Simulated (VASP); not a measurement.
# La3O2 (I4/mmm) in VASP: relaxation of cell and atoms with PBE

Aim: the relaxation of cell and atoms of La3O2 with PBE.

Everything below comes from runs of VASP 6.6.1. Logs are shortened: lines on timing, memory, paths and dates and some standing lists are left out, and cuts for length are marked.

### Step 1. The cell of the first run

Symmetry: I4/mmm, No. 139, tetragonal system. The conventional cell has a = 6.914 Å, b = 6.914 Å, c = 8.761 Å, α = 90.00°, β = 90.00°, γ = 90.00°. La (site symmetry mmm) has 2 O at 2.19 Å within 2.9 Å. Within 4.5 Å of La (site symmetry 4/mmm) lie 4 La at 3.46 Å and 8 O at 4.09 Å. O (site symmetry -4m2) has 2 La at 2.19 Å within 2.9 Å.

The cell was generated, and may not be a known phase.

### Step 2. Relaxation of cell and atoms, PBE

INCAR reads:

```
PREC = Accurate ; ENCUT = 600
EDIFF = 1E-6 ; ISMEAR = 0
SIGMA = 0.1 ; LREAL = F
LASPH = T ; NELM = 80
ALGO = Normal ; ISIF = 3
LWAVE = F ; LCHARG = F
GGA = PE ; IBRION = 2
NSW = 100 ; EDIFFG = -0.01
```

KPOINTS reads:

```
Automatic mesh
0
Gamma
  8 8 8
```

POSCAR reads:

```
La3O2
1.0
   -3.4571019914      3.4571019914      4.3807346064
    3.4571019914     -3.4571019914      4.3807346064
    3.4571019914      3.4571019914     -4.3807346064
La O
3 2
Direct
    0.5000000000      0.0000000000      0.5000000000
    0.0000000000      0.5000000000      0.5000000000
    0.5000000000      0.5000000000      0.0000000000
    0.7500000000      0.2500000000      0.5000000000
    0.2500000000      0.7500000000      0.5000000000
```

Potentials or basis: VASP PAW PBE potentials, release 64 (La, O).

Launch:

```sh
cat potpaw_PBE.64/La/POTCAR potpaw_PBE.64/O/POTCAR > POTCAR
mpirun -np 1 vasp_std > vasp.out
```

OUTCAR:

```text
PREC = Accurate
   ENCUT = 600
   EDIFF = 1E-6
   ISMEAR = 0
   LREAL = F
   LASPH = T
   NELM = 80
   ISIF = 3
   GGA = PE
   IBRION = 2
   NSW = 100
   EDIFFG = -0.01

 ion  position               nearest neighbor table
   1  0.500  0.000  0.500-   4 2.19   5 2.19   3 3.46   3 3.46
   2  0.000  0.500  0.500-   4 2.19   5 2.19   3 3.46   3 3.46
   3  0.500  0.500  0.000-   1 3.46   2 3.46   1 3.46   2 3.46
   4  0.750  0.250  0.500-   1 2.19   2 2.19
   5  0.250  0.750  0.500-   1 2.19   2 2.19

  LATTYP: Found a body centered tetragonal cell.
 ALAT       =     6.9142039828
 C/A-ratio  =     1.2671696170

  Lattice vectors:

 A1 = (  -3.4571019914,   3.4571019914,   4.3807346064)
 A2 = (   3.4571019914,  -3.4571019914,   4.3807346064)
 A3 = (   3.4571019914,   3.4571019914,  -4.3807346064)

Analysis of symmetry for initial positions (statically):
=====================================================================
 Subroutine PRICEL returns:
 Original cell was already a primitive cell.

 Routine SETGRP: Setting up the symmetry group for a
 body centered tetragonal supercell.

 Subroutine GETGRP returns: Found 16 space group operations
 (whereof 16 operations were pure point group operations)
 out of a pool of 16 trial point group operations.

The static configuration has the point symmetry D_4h.

Analysis of symmetry for dynamics (positions and initial velocities):
=====================================================================
 Subroutine PRICEL returns:
 Original cell was already a primitive cell.

 Routine SETGRP: Setting up the symmetry group for a
 body centered tetragonal supercell.

 Subroutine GETGRP returns: Found 16 space group operations
 (whereof 16 operations were pure point group operations)
 out of a pool of 16 trial point group operations.

The dynamic configuration has the point symmetry D_4h.

 Subroutine INISYM returns: Found 16 space group operations
 (whereof 16 operations are pure point group operations),
 and found     1 'primitive' translations

----------------------------------------------------------------------------------------

                                     Primitive cell

  volume of cell :     209.4263

  direct lattice vectors                    reciprocal lattice vectors
    -3.457101991  3.457101991  4.380734606     0.000000000  0.144629809  0.114136108
     3.457101991 -3.457101991  4.380734606     0.144629809  0.000000000  0.114136108
     3.457101991  3.457101991 -4.380734606     0.144629809  0.144629809  0.000000000

  length of vectors
     6.564597783  6.564597783  6.564597783     0.184241235  0.184241235  0.204537437

  position of ions in fractional coordinates (direct lattice)
     0.500000000  0.000000000  0.500000000
     0.000000000  0.500000000  0.500000000
     0.500000000  0.500000000  0.000000000
     0.750000000  0.250000000  0.500000000
     0.250000000  0.750000000  0.500000000

  ion indices of the primitive-cell ions
   primitive index   ion index
                 1           1
                 2           2
                 3           3
                 4           4
                 5           5

----------------------------------------------------------------------------------------

 KPOINTS: Automatic mesh

Automatic generation of k-mesh.
 Grid dimensions read from file:
 generate k-points for:    8    8    8

 Generating k-lattice:

  Cartesian coordinates                     Fractional coordinates (reciprocal lattice)
     0.000000000  0.018078726  0.014267014     0.125000000  0.000000000  0.000000000
     0.018078726  0.000000000  0.014267014     0.000000000  0.125000000  0.000000000
     0.018078726  0.018078726  0.000000000     0.000000000  0.000000000  0.125000000

  Length of vectors
     0.023030154  0.023030154  0.025567180

  Shift w.r.t. Gamma in fractional coordinates (k-lattice)
     0.000000000  0.000000000  0.000000000

 Subroutine IBZKPT returns following result:
 ===========================================

 Found     59 irreducible k-points:

 Following reciprocal coordinates:
            Coordinates               Weight
  0.000000  0.000000  0.000000      1.000000
  0.125000  0.000000 -0.000000      8.000000
  0.250000  0.000000 -0.000000      8.000000
  0.375000  0.000000 -0.000000      8.000000
  0.500000  0.000000 -0.000000      4.000000
  0.125000  0.125000 -0.000000      8.000000
[... 16 lines left out ...]
  0.250000  0.125000  0.125000     16.000000
  0.375000  0.125000  0.125000      8.000000
 [... further k-points ...]
   k-points           NKPTS =     59   k-points in BZ     NKDIM =     59   number of bands    NBANDS=     27
   number of dos      NEDOS =    301   number of ions     NIONS =      5
   total plane-waves  NPLWV = 157464
   dimension x,y,z NGX =    54 NGY =   54 NGZ =   54
   dimension x,y,z NGXF=   108 NGYF=  108 NGZF=  108
   ions per type =               3   2
   NGX,Y,Z   is equivalent  to a cutoff of  13.68, 13.68, 13.68 a.u.
   NGXF,Y,Z  is equivalent  to a cutoff of  27.35, 27.35, 27.35 a.u.
 SYSTEM =  unknown system
   PREC   = accura    normal or accurate (medium, high low for compatibility)
   ISTART =      0    job   : 0-new  1-cont  2-samecut
   ICHARG =      2    charge: 1-file 2-atom 10-const
   ISPIN  =      1    spin polarized calculation?
   LNONCOLLINEAR =      F non collinear calculations
   LSORBIT =      F    spin-orbit coupling
   LASPH  =      T    aspherical Exc in radial PAW
   ENCUT  =  600.0 eV  44.10 Ry    6.64 a.u.  13.11 13.11 13.11*2*pi/ulx,y,z
   NELM   =     80;   NELMIN=  2; NELMDL= -5     # of ELM steps
   EDIFF  = 0.1E-05   stopping-criterion for ELM
   LREAL  =      F    real-space projection
   EDIFFG = -.1E-01   stopping-criterion for IOM
   NSW    =    100    number of steps for IOM
   IBRION =      2    ionic relax: 0-MD 1-quasi-New 2-CG
   NFREE  =      1    steps in history (QN), initial steepest desc. (CG)
   ISIF   =      3    stress and relaxation
   ISYM   =      2    0-nonsym 1-usesym 2-fastsym
   POTIM  = 0.5000    time-step for ionic-motion
   TEBEG  =    0.0;   TEEND  =   0.0 temperature during run
   PSTRESS=    0.0 pullay stress
   NELECT =      45.0000    total number of electrons
   NUPDOWN=      -1.0000    fix difference up-down
   EMIN   =  10.00;   EMAX   =-10.00  energy-range for DOS
   EFERMI =   0.00;   METHOD = LEGACY
   ISMEAR =     0;   SIGMA  =   0.10  broadening in eV -4-tet -1-fermi 0-gaus
   EFERMI_NEDOS =   21; number of points for ismear=-14 and -15
   IALGO  =     38    algorithm
   IMIX   =      4    mixing-type and parameters
     AMIX     =   0.40;   BMIX     =  1.00
     AMIX_MAG =   1.60;   BMIX_MAG =  1.00
  volume/ion in A,a.u.               =      41.89       282.66
  Fermi-wavevector in a.u.,A,eV,Ry     =   0.980547  1.852966 13.081635  0.961473
  Thomas-Fermi vector in A             =   2.111486
   LORBIT       =      0    0 simple, 1 ext, 2 COOP (PROOUT), +10 PAW based schemes
   GGA     = PE    functional components
   LHFCALC =     F    Hartree Fock is set to
   AEXX    =    0.0000 exact exchange contribution
   IVDW    =     0    specifies the selected vdW correction
   LEPSILON=     F    determine dielectric tensor
   LRPA    =     F    only Hartree local field effects (RPA)
 conjugate gradient relaxation of ions
 non-spin polarized calculation
 Gauss-broadening in eV      SIGMA  =   0.10
  energy-cutoff  :      600.00
  volume of cell :      209.43
 maximum number of plane-waves:      7029
 NGX is ok and might be reduce to    54
   NGX = 27   NGY = 27   NGZ = 27

--------------------------------------- Ionic step        1  -------------------------------------------

 number of electron      45.0000003 magnetization

 Free energy of the ion-electron system (eV)
  ---------------------------------------------------
  ext. energy  EPLUGINS =         0.00000000
  ---------------------------------------------------
  free energy    TOTEN  =       -30.27358789 eV

  energy without entropy =      -30.24544681  energy(sigma->0) =      -30.25951735

------------------------ aborting loop because EDIFF is reached ----------------------------------------

  FORCE on cell =-STRESS in cart. coord.  units (eV):
  Direction    XX          YY          ZZ          XY          YZ          ZX
  --------------------------------------------------------------------------------------
  -------------------------------------------------------------------------------------
  Total        0.1385337      0.1385337     -0.3388716      0.0000000     -0.0000000      0.0000000
  in kB        1.0598266      1.0598266     -2.5924740      0.0000000     -0.0000000      0.0000000
  external PRESSURE =      -0.1576069 kB  Pullay stress =       0.0000000 kB
[... 180 lines left out ...]
  energy  without entropy=      -30.2457374931  energy(sigma->0) =      -30.26009417

--------------------------------------- Ionic step        6  -------------------------------------------

 number of electron      45.0000004 magnetization

 Free energy of the ion-electron system (eV)
  ---------------------------------------------------
  ext. energy  EPLUGINS =         0.00000000
  ---------------------------------------------------
  free energy    TOTEN  =       -30.27446095 eV

  energy without entropy =      -30.24579402  energy(sigma->0) =      -30.26012748

 E-fermi :   3.4131     XC(G=0):  -7.1799

 val. band max:        3.4115267142   @ k =   0.5000   0.5000   0.1250
 cond. band min:       3.4305273954   @ k =   0.2500   0.2500   0.1250
 fundamental gap:      0.0190006811
 Fermi energy:         3.4130957539

 k-point     1 :       0.0000    0.0000    0.0000
  band No.  band energies     occupation
      1     -30.5796      2.00000
      2     -28.7500      2.00000
      3     -28.7046      2.00000
      4     -16.2642      2.00000
      5     -14.5526      2.00000
      6     -14.3521      2.00000
[... 709 lines left out ...]
     26       3.9941      0.00000
     27       4.0065      0.00000

 [... further k-points ...]

------------------------ aborting loop because EDIFF is reached ----------------------------------------

  FORCE on cell =-STRESS in cart. coord.  units (eV):
  Direction    XX          YY          ZZ          XY          YZ          ZX
  --------------------------------------------------------------------------------------
  -------------------------------------------------------------------------------------
  Total       -0.0077225     -0.0077225     -0.0371864      0.0000000      0.0000000      0.0000000
  in kB       -0.0586059     -0.0586059     -0.2822058      0.0000000      0.0000000      0.0000000
  external PRESSURE =      -0.1331392 kB  Pullay stress =       0.0000000 kB
[... 20 lines left out ...]
  FREE ENERGIE OF THE ION-ELECTRON SYSTEM (eV)
  ---------------------------------------------------
  free  energy   TOTEN  =       -30.2744609505 eV

  energy  without entropy=      -30.2457940181  energy(sigma->0) =      -30.26012748

 reached required accuracy - stopping structural energy minimisation
```

It took 28 min on 1 thread of Intel Xeon 6975P-C (Granite Rapids), shared host; peak memory 0.68 GiB.

What came out:

- Free energy: -30.2745 eV
- Relaxed volume: 42.22 Å³/atom
- Relaxed cell: a = 6.578 Å, b = 6.578 Å, c = 6.578 Å, α = 116.25°, β = 116.25°, γ = 96.62°
- Space group after relaxing (to 0.1 Å): I4/mmm (No. 139)
- Energy gained by relaxing: 0.2 meV/atom
- Ionic steps: 6
- Pressure after relaxing: 0.0 GPa
- Band gap on the k mesh: zero (an odd number of electrons rules out a gap without spin polarisation)

Step by step:
| step | energy change (eV) | largest force (eV/Å) | pressure (GPa) | volume (Å³) |
| --- | --- | --- | --- | --- |
| 1 | 0.0000 | 0.0000 | -0.02 | 209.43 |
| 2 | 0.0000 | 0.0000 | 0.20 | 209.30 |
| 3 | -0.0004 | 0.0000 | 0.09 | 209.36 |
| 4 | -0.0007 | 0.0000 | 0.06 | 209.97 |
| 5 | -0.0009 | 0.0000 | -0.02 | 211.33 |
| 6 | -0.0009 | 0.0000 | -0.01 | 211.12 |

Final structure:
```
La O
1.0
    -3.47338    3.47338    4.37487
     3.47338   -3.47338    4.37487
     3.47338    3.47338   -4.37487
La O
3 2
Direct
  0.50000 0.00000 0.50000
  0.00000 0.50000 0.50000
  0.50000 0.50000 0.00000
  0.75000 0.25000 0.50000
  0.25000 0.75000 0.50000
```

Levels at points of the mesh, in eV from the Fermi level:
```
           k point  band 19  band 20  band 21  band 22  band 23  band 24  band 25  band 26  band 27
(0.00, 0.00, 0.00)    -2.82    -1.91    -1.30    -0.95    -0.51     0.06     0.60     0.64     0.65
(0.50, 0.00, 0.00)    -2.88    -2.87    -0.98    -0.32     0.07     0.47     0.54     0.55     0.59
(0.50, 0.50, 0.00)    -2.80    -1.30    -0.09     0.06     0.38     0.43     0.54     0.56     0.59
(0.50, 0.50, 0.50)    -2.97    -1.29    -1.15    -0.64    -0.56     0.03     0.57     0.65     0.65
```

Caveat: spin-orbit coupling is left out, which moves the levels of the heavy elements; an odd number of electrons without spin polarisation forces a metal; a magnetic or distorted state may lie lower.
